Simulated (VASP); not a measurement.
Set up this calculation in VASP 6.6.1, as the native input.

- Task: single point
- Functional: PBE
- Potentials or basis: VASP PAW PBE potentials, release 64 (Ti_sv)
- Cutoff: 520 eV
- k mesh: 17 × 17 × 17
- Occupations: fermi-dirac, width 0.1 eV
- Spin: no spin polarisation
- Dipole correction: no
- Further INCAR settings: ALGO = Normal; EDIFF = 1e-07; NBANDS = 12

The structure of Ti lies in POSCAR:

```
Ti
1.0
    0.0000000000      2.0576808005      2.0576808005
    2.0576808005      0.0000000000      2.0576808005
    2.0576808005      2.0576808005      0.0000000000
Ti
1
Direct
    0.0000000000      0.0000000000      0.0000000000
```

The input as run:

INCAR

```
ALGO = Normal ; EDIFF = 1E-7
ENCUT = 520 ; GGA = PE
ISIF = 2 ; ISMEAR = -1
LASPH = T ; LCHARG = F
LREAL = F ; LWAVE = F
NBANDS = 12 ; NELM = 60
PREC = Accurate ; SIGMA = 0.1
```

KPOINTS

```
k-points
0
Gamma
  17 17 17
```

Potentials or basis: VASP PAW PBE potentials, release 64 (Ti_sv).

The run is started by

```sh
$ cat potpaw_PBE.64/Ti_sv/POTCAR > POTCAR
$ mpirun -np 1 vasp_std > vasp.out
```

Results of the run:

```
Pressure               : -0.3 GPa
Band gap on the k mesh : zero (band 6 reaches 9.06 eV, above the bottom of band 7 at 7.72 eV)
```

Wall time 48 s on 1 thread of Intel Xeon 6975P-C (shared host), peak memory 0.16 GiB.
